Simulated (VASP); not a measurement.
# Ni (Im-3m) in VASP: further runs

The runs below take Ni through single point, with PBEsol.

Everything below comes from runs of VASP 6.6.1. Logs are shortened: lines on timing, memory, paths and dates and some standing lists are left out, and cuts for length are marked.

### Step 1. The cell of the first run

Symmetry: Im-3m, No. 229, cubic system. Conventional cell: a = 2.692 Å, b = 2.692 Å, c = 2.692 Å, α = 90.00°, β = 90.00°, γ = 90.00°. Within 3.1 Å of Ni (site symmetry m-3m) lie 14 Ni at 2.33 to 2.69 Å.

This isn't the form of Ni at room conditions, which is fcc.

### Step 2. Single point, PBEsol, collinear spin, ferromagnetic start

Contents of INCAR:

```
ALGO = Normal
EDIFF = 1E-6
ENCUT = 520
GGA = PS
ISIF = 2
ISMEAR = 0
ISPIN = 2
LASPH = True
LCHARG = False
LMAXMIX = 4
LORBIT = 11
LREAL = False
LWAVE = False
MAGMOM = 2
NBANDS = 15
NELM = 150
PREC = Accurate
SIGMA = 0.01
```

Contents of KPOINTS:

```
k-points
0
Gamma
  14 14 14
```

Contents of POSCAR:

```
Ni
1.0
   -1.3457906106      1.3457906106      1.3457906106
    1.3457906106     -1.3457906106      1.3457906106
    1.3457906106      1.3457906106     -1.3457906106
Ni
1
Direct
    0.0000000000      0.0000000000      0.0000000000
```

Potentials or basis: VASP PAW PBE potentials, release 64 (Ni).

Run with:

```console
cat potpaw_PBE.64/Ni/POTCAR > POTCAR
mpirun -np 1 vasp_std > vasp.out
```

OUTCAR:

```text
EDIFF = 1E-6
   ENCUT = 520
   GGA = PS
   ISIF = 2
   ISMEAR = 0
   ISPIN = 2
   LASPH = True
   LORBIT = 11
   LREAL = False
   NELM = 150
   PREC = Accurate

 ion  position               nearest neighbor table
   1  0.000  0.000  0.000-

  LATTYP: Found a body centered cubic cell.
 ALAT       =     2.6915812212

  Lattice vectors:

 A1 = (  -1.3457906106,   1.3457906106,   1.3457906106)
 A2 = (   1.3457906106,  -1.3457906106,   1.3457906106)
 A3 = (   1.3457906106,   1.3457906106,  -1.3457906106)

Analysis of symmetry for initial positions (statically):
=====================================================================
 Subroutine PRICEL returns:
 Original cell was already a primitive cell.

 Routine SETGRP: Setting up the symmetry group for a
 body centered cubic supercell.

 Subroutine GETGRP returns: Found 48 space group operations
 (whereof 48 operations were pure point group operations)
 out of a pool of 48 trial point group operations.

The static configuration has the point symmetry O_h .

Analysis of symmetry for dynamics (positions and initial velocities):
=====================================================================
 Subroutine PRICEL returns:
 Original cell was already a primitive cell.

 Routine SETGRP: Setting up the symmetry group for a
 body centered cubic supercell.

 Subroutine GETGRP returns: Found 48 space group operations
 (whereof 48 operations were pure point group operations)
 out of a pool of 48 trial point group operations.

The dynamic configuration has the point symmetry O_h .

Analysis of structural, dynamic, and magnetic symmetry:
=====================================================================
 Subroutine PRICEL returns:
 Original cell was already a primitive cell.

 Routine SETGRP: Setting up the symmetry group for a
 body centered cubic supercell.

 Subroutine GETGRP returns: Found 48 space group operations
 (whereof 48 operations were pure point group operations)
 out of a pool of 48 trial point group operations.

The overall configuration has the point symmetry O_h .

 Subroutine INISYM returns: Found 48 space group operations
 (whereof 48 operations are pure point group operations),
 and found     1 'primitive' translations

----------------------------------------------------------------------------------------

                                     Primitive cell

  volume of cell :       9.7497

  direct lattice vectors                    reciprocal lattice vectors
    -1.345790611  1.345790611  1.345790611     0.000000000  0.371528822  0.371528822
[... 127 lines left out ...]
  ext. energy  EPLUGINS =         0.00000000
  ---------------------------------------------------
  free energy    TOTEN  =        -6.00017115 eV

  energy without entropy =       -6.00013041  energy(sigma->0) =       -6.00015078

 E-fermi :  10.6967     XC(G=0): -14.0935

 val. band max:       10.6862531814   @ k =   0.5000   0.5000   0.2143
 cond. band min:      10.7031707449   @ k =  -0.3571  -0.4286   0.0714
 fundamental gap:      0.0169175636
 Fermi energy:        10.6966581561

 spin component 1

 k-point     1 :       0.0000    0.0000    0.0000
  band No.  band energies     occupation
      1       0.9724      1.00000
      2       8.1313      1.00000
      3       8.1313      1.00000
      4       8.1313      1.00000
      5       9.7847      1.00000
      6       9.7848      1.00000
      7      38.2592      0.00000
      8      38.2592      0.00000
      9      38.2592      0.00000
     10      43.9508      0.00000
     11      43.9508      0.00000
     12      46.0396      0.00000
     13      46.0396      0.00000
     14      46.0396      0.00000
[... 403 lines left out ...]
      4       9.7979      1.00000
      5       9.9781      1.00000
      6      16.3833      0.00000
      7      18.3418      0.00000
      8      21.0033      0.00000
      9      31.2264      0.00000
     10      41.0481      0.00000
     11      42.8076      0.00000
     12      50.2299      0.00000
     13      53.6676      0.00000
     14      56.6491      0.00000
     15      59.0259      0.00000

 [... further k-points ...]

 spin component 2

 k-point     1 :       0.0000    0.0000    0.0000
  band No.  band energies     occupation
      1       0.9894      1.00000
      2       8.7315      1.00000
      3       8.7315      1.00000
      4       8.7315      1.00000
      5      10.2256      1.00000
      6      10.2256      1.00000
      7      38.2123      0.00000
      8      38.2123      0.00000
      9      38.2123      0.00000
     10      43.9228      0.00000
     11      43.9228      0.00000
     12      46.2091      0.00000
     13      46.2091      0.00000
     14      46.2091      0.00000
[... 403 lines left out ...]
      4      10.3201      1.00000
      5      10.5091      1.00000
      6      16.6389      0.00000
      7      18.5916      0.00000
      8      21.1944      0.00000
      9      31.3271      0.00000
     10      41.0715      0.00000
     11      42.8211      0.00000
     12      50.4128      0.00000
     13      53.9151      0.00000
     14      57.3096      0.00000
     15      59.0724      0.00000

 [... further k-points ...]

------------------------ aborting loop because EDIFF is reached ----------------------------------------

  FORCE on cell =-STRESS in cart. coord.  units (eV):
  Direction    XX          YY          ZZ          XY          YZ          ZX
  --------------------------------------------------------------------------------------
  -------------------------------------------------------------------------------------
  Total        1.1183744      1.1183744      1.1183744      0.0000000      0.0000000     -0.0000000
  in kB      183.7830035    183.7830035    183.7830035      0.0000000      0.0000000     -0.0000000
  external PRESSURE =     183.7830035 kB  Pullay stress =       0.0000000 kB

 VOLUME and BASIS-vectors are now :
 -----------------------------------------------------------------------------
  energy-cutoff  :      520.00
  volume of cell :        9.75
      direct lattice vectors                 reciprocal lattice vectors
    -1.345790611  1.345790611  1.345790611     0.000000000  0.371528822  0.371528822
     1.345790611 -1.345790611  1.345790611     0.371528822  0.000000000  0.371528822
     1.345790611  1.345790611 -1.345790611     0.371528822  0.371528822  0.000000000

 POSITION                                       TOTAL-FORCE (eV/Angst)
 -----------------------------------------------------------------------------------
      0.00000      0.00000      0.00000        -0.000000      0.000000      0.000000
 -----------------------------------------------------------------------------------
    total drift:                                0.000000      0.000000      0.000000

  FREE ENERGIE OF THE ION-ELECTRON SYSTEM (eV)
  ---------------------------------------------------
  free  energy   TOTEN  =        -6.0001711549 eV

  energy  without entropy=       -6.0001304140  energy(sigma->0) =       -6.00015078

 total charge

# of ion       s       p       d       tot
------------------------------------------
    1        0.544   0.597   8.396   9.537

 magnetization (x)

# of ion       s       p       d       tot
------------------------------------------
    1       -0.004  -0.013   0.520   0.503
```

OSZICAR:

```text
N       E                     dE             d eps       ncg     rms          rms(c)
DAV:   1     0.321915261048E+02    0.32192E+02   -0.44409E+03  6756   0.947E+02
DAV:   2    -0.557329538777E+01   -0.37765E+02   -0.34961E+02  7024   0.166E+02
DAV:   3    -0.685302360036E+01   -0.12797E+01   -0.12709E+01  7843   0.296E+01
DAV:   4    -0.685920495892E+01   -0.61814E-02   -0.61791E-02  7564   0.198E+00
DAV:   5    -0.685925373362E+01   -0.48775E-04   -0.48774E-04  7880   0.159E-01    0.131E+01
DAV:   6    -0.623862735739E+01    0.62063E+00   -0.10926E+01  8592   0.391E+01    0.507E+00
DAV:   7    -0.602310116482E+01    0.21553E+00   -0.17428E+00  7828   0.135E+01    0.230E+00
DAV:   8    -0.600310231316E+01    0.19999E-01   -0.35933E-02  8504   0.129E+00    0.102E+00
DAV:   9    -0.600083329758E+01    0.22690E-02   -0.91465E-04  9532   0.225E-01    0.364E-01
DAV:  10    -0.600015183371E+01    0.68146E-03   -0.81162E-04  9452   0.179E-01    0.534E-02
DAV:  11    -0.600016878792E+01   -0.16954E-04   -0.35061E-05  7877   0.520E-02    0.198E-02
DAV:  12    -0.600017090214E+01   -0.21142E-05   -0.17438E-06  6766   0.160E-02    0.104E-02
DAV:  13    -0.600017115489E+01   -0.25276E-06   -0.12113E-06  4561   0.958E-03
   1 F= -.60001712E+01 E0= -.60001508E+01  d E =-.407409E-04  mag=     0.5045
```

Run time: 39 s. Hardware: 1 thread of Intel Xeon 8259CL, shared host; peak memory 0.14 GiB.

Results:

```
Free energy                                           : -6.0002 eV
Pressure                                              : 18.4 GPa
Net moment                                            : 0.50 μB per cell
Site moments                                          : Ni +0.50 μB
Valence electrons inside the program's atomic spheres : Ni 9.54
```

Caveat: the cell stands under pressure; the PAW data sets were made with another functional, which shifts forces and pressure a little.

### Step 3. Single point, PBEsol, collinear spin, ferromagnetic start

This run uses another cell than the first one, of 10.17 Å³/atom.

Contents of INCAR:

```
PREC = Accurate
ENCUT = 520
EDIFF = 1E-6
ISMEAR = 0
SIGMA = 0.01
LREAL = False
LASPH = True
NELM = 150
ALGO = Normal
ISIF = 2
LWAVE = False
LCHARG = True
ISPIN = 2
MAGMOM = 2
LORBIT = 11
LMAXMIX = 4
GGA = PS
LELF = True
LVHAR = True
NBANDS = 15
```

Contents of KPOINTS:

```
Automatic mesh
0
Gamma
  14 14 14
```

Contents of POSCAR:

```
Ni
1.0
   -1.3650187886      1.3650187886      1.3650187886
    1.3650187886     -1.3650187886      1.3650187886
    1.3650187886      1.3650187886     -1.3650187886
Ni
1
Direct
    0.0000000000      0.0000000000      0.0000000000
```

Potentials or basis: VASP PAW PBE potentials, release 64 (Ni).

Run with:

```console
cat potpaw_PBE.64/Ni/POTCAR > POTCAR
mpirun -np 1 vasp_std > vasp.out
```

It took 38 s on 1 thread of Intel Xeon 8259CL, shared host; peak memory 0.14 GiB.

It converged, with:

* Free energy: -6.0324 eV
* Pressure: 6.4 GPa
* Net moment: 0.51 μB per cell
* Site moments: Ni +0.51 μB
* Valence electrons inside the program's atomic spheres: Ni 9.45

Levels at points of the mesh, in eV from the Fermi level:
Spin up:
```
           k point  band 2  band 3  band 4  band 5  band 6  band 7  band 8  band 9
(0.00, 0.00, 0.00)   -2.45   -2.45   -2.45   -0.88   -0.88   27.12   27.12   27.12
(0.50, 0.00, 0.00)   -3.47   -0.97   -0.71    0.04    0.13    7.00   19.68   20.99
(0.50, 0.50, 0.50)   -4.57   -0.20   -0.20   -0.20   10.14   10.14   10.14   16.33
```
Spin down:
| k point | band 1 | band 2 | band 3 | band 4 | band 5 | band 6 | band 7 | band 8 | band 9 | band 10 |
| --- | --- | --- | --- | --- | --- | --- | --- | --- | --- | --- |
| (0.00, 0.00, 0.00) | -9.40 | -1.84 | -1.84 | -1.84 | -0.44 | -0.44 | 27.06 | 27.06 | 27.06 | 32.45 |
| (0.50, 0.00, 0.00) | -4.67 | -2.92 | -0.46 | -0.25 | 0.13 | 0.74 | 7.33 | 19.64 | 21.09 | 24.91 |
| (0.50, 0.50, 0.50) | -4.27 | -4.27 | 0.49 | 0.49 | 0.49 | 10.19 | 10.19 | 10.19 | 16.46 | 16.46 |

Caveat: the cell stands under pressure; the PAW data sets were made with another functional, which shifts forces and pressure a little.
